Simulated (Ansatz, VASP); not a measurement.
**One calculation of NiO2, two programs**

INCAR

```
SYSTEM = NiO2
PREC = Accurate ; ENCUT = 520
EDIFF = 1E-6 ; ISMEAR = 0
SIGMA = 0.05 ; LREAL = .FALSE.
LASPH = .TRUE. ; NELM = 60
ALGO = Normal ; ISIF = 2
LWAVE = .FALSE. ; LCHARG = .FALSE.
GGA = PS ; NBANDS = 18
```

KPOINTS

```
Automatic mesh
0
G
  12 12 6
  0 0 0
```

The input POSCAR:

```
NiO2
1.0
    2.7304424938      0.0000000000      0.0000000000
   -1.3652212469      2.3646325632      0.0000000000
    0.0000000000      0.0000000000      5.1695467736
Ni O
1 2
Direct
    0.0000000000      0.0000000000      0.5000000000
    0.6666666667      0.3333333333      0.6499533987
    0.3333333333      0.6666666667      0.3500466013
```

Input for Ansatz:

```yaml
crystal:
  lattice:
    - [2.7304424938, 0.0, 0.0]
    - [-1.3652212469, 2.3646325632, 0.0]
    - [0.0, 0.0, 5.1695467736]
  atoms:
    - { symbol: Ni, position: [0.0, 0.0, 0.5] }
    - { symbol: O, position: [0.6666666667, 0.3333333333, 0.6499533987] }
    - { symbol: O, position: [0.3333333333, 0.6666666667, 0.3500466013] }
basis:
  ecutwfc: 520.0
kpoints:
  mp_grid: { grid: [12, 12, 6] }
hamiltonian:
  xc: pbesol
scf:
  occupations: { method: gaussian, width: 0.05 }
output:
  forces: true
  stress: true
  eigenvalues: true
  write_density: true
  write_potential: true
  elf: true
  volumetric_format: npy
```

Alike in both runs: task single point; functional PBEsol; k mesh 12 × 12 × 6; occupations gaussian, width 0.05 eV; no spin polarisation.

|  | VASP | Ansatz |
| --- | --- | --- |
| version | VASP 6.6.1 | Ansatz 0.2.0 |
| potentials or method | VASP PAW PBE potentials, release 64 (Ni, O), cutoff 520 eV | scalar-relativistic, plane waves, PAW |
| valence electrons in the cell | 22 | 30 |

```tsv
	VASP	Ansatz	Ansatz less VASP
gap on the k mesh at the Fermi level (eV)	1.14	1.16	+0.024
least direct gap on the mesh (eV)	1.69	1.74	+0.053
rms of the force components (eV/Å)	2.081	2.055	-0.0260
```

VASP's potentials were made for PBE, not for PBEsol. Atom by atom the forces differ by 0.026 eV/Å (rms over components). VASP's potentials hold 22 valence electrons a cell and Ansatz's 30, so a difference there can come from the potentials and not from the codes.
